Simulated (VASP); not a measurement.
# AlN (F-43m) in VASP: single point with PBE

Aim: the single point of AlN with PBE.

Program: VASP 6.6.1. These are calculated values, not measurements. Logs are shortened: lines on timing, memory, paths and dates and some standing lists are left out, and cuts for length are marked.

## (1) The cell of the first run

Symmetry: F-43m, No. 216, cubic system. The conventional cell has a = 4.368 Å, b = 4.368 Å, c = 4.368 Å, α = 90.00°, β = 90.00°, γ = 90.00°. Within 2.5 Å of Al (site symmetry -43m) lie 4 N at 1.89 Å. Within 2.5 Å of N (site symmetry -43m) lie 4 Al at 1.89 Å.

## (2) Single point, PBE

Contents of INCAR:

```
SYSTEM = AlN
ALGO     = Normal         ! electronic algorithm
EDIFF    = 1E-7           ! SCF threshold, eV
ENCUT    = 520            ! plane-wave cutoff, eV
GGA      = PE             ! functional
ISIF     = 2              ! what is computed and relaxed
ISMEAR   = 0              ! smearing method
LASPH    = .True.         ! aspherical terms in the spheres
LCHARG   = .False.        ! write CHGCAR
LREAL    = .False.        ! projectors in reciprocal space
LWAVE    = .False.        ! write WAVECAR
NBANDS   = 11             ! bands
NELM     = 100            ! most SCF steps
PREC     = Accurate       ! precision mode
SIGMA    = 0.01           ! smearing width, eV
```

Contents of KPOINTS:

```
k-points
0
Gamma
  4 4 4
  0 0 0
```

Contents of POSCAR:

```
AlN
1.0
    0.0000000000      2.1839935600      2.1839935600
    2.1839935600      0.0000000000      2.1839935600
    2.1839935600      2.1839935600      0.0000000000
Al N
1 1
Direct
    0.0000000000      0.0000000000      0.0000000000
    0.7500000000      0.7500000000      0.7500000000
```

Potentials or basis: VASP PAW PBE potentials, release 64 (Al, N).

The run is started by

```sh
cat potpaw_PBE.64/Al/POTCAR potpaw_PBE.64/N/POTCAR > POTCAR
mpirun -np 1 vasp_std > vasp.out
```

OUTCAR:

```text
SYSTEM = AlN
   EDIFF = 1E-7
   ENCUT = 520
   GGA = PE
   ISIF = 2
   ISMEAR = 0
   LASPH = .True.
   LREAL = .False.
   NELM = 100
   PREC = Accurate

 ion  position               nearest neighbor table
   1  0.000  0.000  0.000-   2 1.89   2 1.89   2 1.89   2 1.89
   2  0.750  0.750  0.750-   1 1.89   1 1.89   1 1.89   1 1.89

  LATTYP: Found a face centered cubic cell.
 ALAT       =     4.3679871200

  Lattice vectors:

 A1 = (   0.0000000000,   2.1839935600,   2.1839935600)
 A2 = (   2.1839935600,   0.0000000000,   2.1839935600)
 A3 = (   2.1839935600,   2.1839935600,   0.0000000000)

Analysis of symmetry for initial positions (statically):
=====================================================================
 Subroutine PRICEL returns:
 Original cell was already a primitive cell.

 Routine SETGRP: Setting up the symmetry group for a
 face centered cubic supercell.

 Subroutine GETGRP returns: Found 24 space group operations
 (whereof 24 operations were pure point group operations)
 out of a pool of 48 trial point group operations.

The static configuration has the point symmetry T_d .

Analysis of symmetry for dynamics (positions and initial velocities):
=====================================================================
 Subroutine PRICEL returns:
 Original cell was already a primitive cell.

 Routine SETGRP: Setting up the symmetry group for a
 face centered cubic supercell.

 Subroutine GETGRP returns: Found 24 space group operations
 (whereof 24 operations were pure point group operations)
 out of a pool of 48 trial point group operations.

The dynamic configuration has the point symmetry T_d .

 Subroutine INISYM returns: Found 24 space group operations
 (whereof 24 operations are pure point group operations),
 and found     1 'primitive' translations

----------------------------------------------------------------------------------------

                                     Primitive cell

  volume of cell :      20.8345

  direct lattice vectors                    reciprocal lattice vectors
     0.000000000  2.183993560  2.183993560    -0.228938404  0.228938404  0.228938404
     2.183993560  0.000000000  2.183993560     0.228938404 -0.228938404  0.228938404
     2.183993560  2.183993560  0.000000000     0.228938404  0.228938404 -0.228938404

  length of vectors
     3.088633313  3.088633313  3.088633313     0.396532948  0.396532948  0.396532948

[... 70 lines left out ...]
   ISYM   =      2    0-nonsym 1-usesym 2-fastsym
   POTIM  = 0.5000    time-step for ionic-motion
   TEBEG  =    0.0;   TEEND  =   0.0 temperature during run
   PSTRESS=    0.0 pullay stress
   NELECT =       8.0000    total number of electrons
   NUPDOWN=      -1.0000    fix difference up-down
   EMIN   =  10.00;   EMAX   =-10.00  energy-range for DOS
   EFERMI =   0.00;   METHOD = LEGACY
   ISMEAR =     0;   SIGMA  =   0.01  broadening in eV -4-tet -1-fermi 0-gaus
   EFERMI_NEDOS =   21; number of points for ismear=-14 and -15
   IALGO  =     38    algorithm
   IMIX   =      4    mixing-type and parameters
     AMIX     =   0.40;   BMIX     =  1.00
     AMIX_MAG =   1.60;   BMIX_MAG =  1.00
  volume/ion in A,a.u.               =      10.42        70.30
  Fermi-wavevector in a.u.,A,eV,Ry     =   1.189899  2.248583 19.263943  1.415860
  Thomas-Fermi vector in A             =   2.325996
   LORBIT       =      0    0 simple, 1 ext, 2 COOP (PROOUT), +10 PAW based schemes
   GGA     = PE    functional components
   LHFCALC =     F    Hartree Fock is set to
   AEXX    =    0.0000 exact exchange contribution
   IVDW    =     0    specifies the selected vdW correction
   LEPSILON=     F    determine dielectric tensor
   LRPA    =     F    only Hartree local field effects (RPA)
 non-spin polarized calculation
 Gauss-broadening in eV      SIGMA  =   0.01
  energy-cutoff  :      520.00
  volume of cell :       20.83
 maximum number of plane-waves:       568
 NGX is ok and might be reduce to    24
   NGX = 11   NGY = 11   NGZ = 11

 number of electron       8.0000000 magnetization

 Free energy of the ion-electron system (eV)
  ---------------------------------------------------
  ext. energy  EPLUGINS =         0.00000000
  ---------------------------------------------------
  free energy    TOTEN  =       -14.80338684 eV

  energy without entropy =      -14.80338684  energy(sigma->0) =      -14.80338684

 E-fermi :   6.0613     XC(G=0): -10.9263

 val. band max:        6.0009014674   @ k =   0.0000   0.0000   0.0000
 cond. band min:       9.2925301017   @ k =   0.5000   0.5000   0.0000
 fundamental gap:      3.2916286344
 Fermi energy:         6.0613239524

 k-point     1 :       0.0000    0.0000    0.0000
  band No.  band energies     occupation
      1      -8.9873      2.00000
      2       6.0009      2.00000
      3       6.0009      2.00000
      4       6.0009      2.00000
      5      10.1846      0.00000
      6      18.5345      0.00000
      7      18.5345      0.00000
      8      18.5345      0.00000
      9      23.6634      0.00000
     10      23.6634      0.00000
     11      25.0667      0.00000
[... 85 lines left out ...]
 k-point     8 :      -0.2500    0.5000    0.2500
  band No.  band energies     occupation
      1      -6.2398      2.00000
      2       2.2090      2.00000
      3       2.5559      2.00000
      4       3.2954      2.00000
      5      12.0306      0.00000
      6      17.4127      0.00000
      7      17.9565      0.00000
      8      18.1636      0.00000
      9      23.2246      0.00000
     10      24.8877      0.00000
     11      31.0090      0.00000

------------------------ aborting loop because EDIFF is reached ----------------------------------------

  FORCE on cell =-STRESS in cart. coord.  units (eV):
  Direction    XX          YY          ZZ          XY          YZ          ZX
  --------------------------------------------------------------------------------------
  -------------------------------------------------------------------------------------
  Total        0.6015834      0.6015834      0.6015834     -0.0000000     -0.0000000     -0.0000000
  in kB       46.2617821     46.2617821     46.2617821     -0.0000000     -0.0000000     -0.0000000
  external PRESSURE =      46.2617821 kB  Pullay stress =       0.0000000 kB

 VOLUME and BASIS-vectors are now :
 -----------------------------------------------------------------------------
  energy-cutoff  :      520.00
  volume of cell :       20.83
      direct lattice vectors                 reciprocal lattice vectors
     0.000000000  2.183993560  2.183993560    -0.228938404  0.228938404  0.228938404
     2.183993560  0.000000000  2.183993560     0.228938404 -0.228938404  0.228938404
     2.183993560  2.183993560  0.000000000     0.228938404  0.228938404 -0.228938404

 POSITION                                       TOTAL-FORCE (eV/Angst)
 -----------------------------------------------------------------------------------
      0.00000      0.00000      0.00000         0.000000      0.000000      0.000000
      3.27599      3.27599      3.27599        -0.000000     -0.000000     -0.000000
 -----------------------------------------------------------------------------------
    total drift:                               -0.000000     -0.000000     -0.000000

  FREE ENERGIE OF THE ION-ELECTRON SYSTEM (eV)
  ---------------------------------------------------
  free  energy   TOTEN  =       -14.8033868391 eV

  energy  without entropy=      -14.8033868391  energy(sigma->0) =      -14.80338684
```

stdout:

```text
POSCAR found type information on POSCAR AlN
 POSCAR found :  2 types and       2 ions
 scaLAPACK will be used
 LDA part: xc-table for (Slater+PW92), standard interpolation
 POSCAR, INCAR and KPOINTS ok, starting setup
 FFT: planning ... GRIDC
 FFT: planning ... GRID_SOFT
 FFT: planning ... GRID
 WAVECAR not read
 entering main loop
```

Run time: 1.6 s. Hardware: 1 thread of Intel Xeon 6975P-C (Granite Rapids), shared host; peak memory 0.13 GiB.

Results:

* Free energy: -14.8034 eV
* Pressure: 4.6 GPa
* Band gap on the k mesh: 3.29 eV, indirect (least direct gap 4.18 eV)

Levels at points of the mesh, in eV from the valence-band top:
```
           k point  band 1  band 2  band 3  band 4  band 5  band 6  band 7  band 8
(0.00, 0.00, 0.00)  -14.99    0.00    0.00    0.00    4.18   12.53   12.53   12.53
(0.50, 0.00, 0.00)  -12.93   -5.87   -0.48   -0.48    7.36    9.86   11.12   11.12
(0.50, 0.50, 0.00)  -12.30   -4.91   -1.78   -1.78    3.29    8.59   13.95   15.72
```

Caveat: the k points lie up to 0.62 Å⁻¹ apart.
